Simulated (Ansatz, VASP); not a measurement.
# HgTe in VASP and in Ansatz

```
CELL_PARAMETERS angstrom
0.00000 3.18000 3.18000
3.18000 0.00000 3.18000
3.18000 3.18000 0.00000
ATOMIC_POSITIONS crystal
Hg 0.00000 0.00000 0.00000
Te 0.50000 0.50000 0.50000
```

Alike in both runs: task relaxation of cell and atoms; functional PBEsol; dispersion D3(BJ); k mesh 7 × 7 × 7; occupations fermi-dirac, width 0.05 eV; no spin polarisation.

|  | VASP | Ansatz |
| --- | --- | --- |
| version | VASP 6.6.1 | Ansatz 0.2.0 |
| potentials or method | VASP PAW PBE potentials, release 64 (Hg, Te) | Ansatz PAW |
| plane-wave cutoff (eV) | 600 | 420 |
| valence electrons in the cell | 18 | 36 |

```tsv
	VASP	Ansatz	Ansatz less VASP
gap on the k mesh at the Fermi level, each at its own relaxed structure (eV)	none	none	-
relaxed volume (Å³/atom)	25.98	25.88	-0.102
relaxed cell length with the largest relative difference (Å)	4.189	4.183	-0.0055
```

VASP's potentials were made for PBE, not for PBEsol. A gap of «none» marks a metal or a gap that the smearing closes. VASP's potentials hold 18 valence electrons a cell and Ansatz's 36, so a difference there can come from the potentials and not from the codes.

Spin-orbit coupling is off throughout. Noted on VASP's run: the volume moved by over 15 % at a fixed basis, so the end points are rough. Noted on Ansatz's run: the volume moved by over 15 % at a fixed basis, so the end points are rough; the plane-wave basis is chosen anew once the cell has moved, so the energies of steps on either side of that aren't comparable.
